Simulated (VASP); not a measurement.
## TmNbTe3: single point with PBE

The system is TmNbTe3.

```
CELL_PARAMETERS angstrom
5.41917 0.00000 0.00000
0.00000 5.41917 0.00000
0.00000 0.00000 5.41917
ATOMIC_POSITIONS crystal
Tm 0.00000 0.00000 0.00000
Nb 0.50000 0.50000 0.50000
Te 0.50000 0.50000 0.00000
Te 0.00000 0.50000 0.50000
Te 0.50000 0.00000 0.50000
```

The cell was built from a structure type or drawn by symmetry, and may not be a known phase.

| Property | Result |
| --- | --- |
| Program | VASP 6.6.1 |
| Task | single point |
| Functional | PBE |
| Potentials or basis | VASP PAW PBE potentials, release 64 (Tm_3, Nb_sv, Te), 4f in core |
| Cutoff | 500 eV |
| k mesh | 8 × 8 × 8 |
| Occupations | gaussian, width 0.1 eV |
| Spin | collinear spin |
| Starting moments | [0.15, 0.44, 0.0, 0.0, 0.0] μB |

```json
{
  "Pressure": "-0.1 GPa",
  "Band gap on the k mesh": "zero (filled and empty bands overlap)",
  "Net moment": "0.00 μB per cell",
  "Valence electrons inside the program's atomic spheres": "Tm 7.19; Nb 10.66; Te 3.44"
}
```

Levels at points of the mesh, in eV from the Fermi level:
Spin up:
```
           k point  band 18  band 19  band 20  band 21  band 22  band 23
(0.00, 0.00, 0.00)    -1.18    -1.18    -0.99    -0.55    -0.55    -0.55
(0.50, 0.00, 0.00)    -1.03    -1.02    -1.02     0.77     0.79     1.04
(0.50, 0.50, 0.00)    -2.59    -0.29     0.03     0.57     0.65     0.65
(0.50, 0.50, 0.50)     0.11     0.11     0.11     0.80     0.80     0.80
```
Spin down:
```csv
k point,band 17,band 18,band 19,band 20,band 21,band 22,band 23,band 24
"(0.00, 0.00, 0.00)",-1.18,-1.18,-1.18,-0.99,-0.55,-0.55,-0.55,0.07
"(0.50, 0.00, 0.00)",-2.58,-1.03,-1.02,-1.02,0.77,0.79,1.04,1.04
"(0.50, 0.50, 0.00)",-2.59,-2.59,-0.29,0.03,0.56,0.65,0.65,0.91
"(0.50, 0.50, 0.50)",-1.20,0.11,0.11,0.11,0.80,0.80,0.80,1.08
```

Run time: 3.4 min on 1 thread of Intel(R) Xeon(R) 6975P-C (Granite Rapids), with other jobs on the host, peak memory 0.47 GiB.

Caveat: the magnetic or orbital state may not be the lowest; spin-orbit coupling is left out, which moves the levels of the heavy elements; the 4f electrons are frozen in the core, so they carry no moment and show no levels.
